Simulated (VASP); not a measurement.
AlN:

```
CELL_PARAMETERS angstrom
3.11300 0.00000 0.00000
-1.55650 2.69594 0.00000
0.00000 0.00000 4.98100
ATOMIC_POSITIONS crystal
Al 0.66667 0.33333 0.50000
Al 0.33333 0.66667 0.00000
N 0.66667 0.33333 0.88000
N 0.33333 0.66667 0.38000
```

Base run:

- Program: VASP 6.6.1
- Functional: PBEsol
- Potentials or basis: VASP PAW PBE potentials, release 64 (Al, N)
- Cutoff: 520 eV
- k mesh: 10 × 10 × 6
- Occupations: fermi-dirac, width 0.05 eV
- Spin: no spin polarisation

Its results: band gap on the k mesh 4.15 eV, direct; pressure 0.2 GPa; largest force 0.132 eV/Å.

Problem. The run is repeated on the same cell with these changes: dispersion from none to D3(BJ). What comes out?

Solution. Band gap on the k mesh 4.15 eV, direct; pressure -3.3 GPa; largest force 0.132 eV/Å.

Dispersion adds attraction, which lowers the pressure at fixed volume and, as a term added to the energy, leaves the levels alone.

Caveats: the PAW data sets were made with another functional, which shifts forces and pressure a little; three body term missing (some runs).

A k mesh can miss the band edges.
